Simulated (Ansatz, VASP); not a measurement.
**Two plane-wave programs on PtS2**

```xyz
3
Lattice="3.5432 0.0000 0.0000 -1.7716 3.0685 0.0000 0.0000 0.0000 5.0388" Properties=species:S:1:pos:R:3 pbc="T T T"
Pt    0.0000    0.0000    0.0000
S     1.7716    1.0228    3.9050
S     0.0000    2.0457    1.1438
```

Alike in both runs: task single point; functional PBE; k mesh 11 × 11 × 7; occupations fermi-dirac, width 0.02 eV; no spin polarisation.

```csv
,VASP,Ansatz
version,VASP 6.6.1,Ansatz 0.2.0
potentials or method,"VASP PAW PBE potentials, release 64 (Pt, S), cutoff 520 eV","scalar-relativistic, plane waves, PAW"
valence electrons in the cell,22,30
```

|  | VASP | Ansatz | Ansatz less VASP |
| --- | --- | --- | --- |
| rms of the force components (eV/Å) | 0.608 | 0.628 | +0.0203 |

Atom by atom the forces differ by 0.020 eV/Å (rms over components). VASP's potentials hold 22 valence electrons a cell and Ansatz's 30, so a difference there can come from the potentials and not from the codes.

Spin-orbit coupling is off throughout.
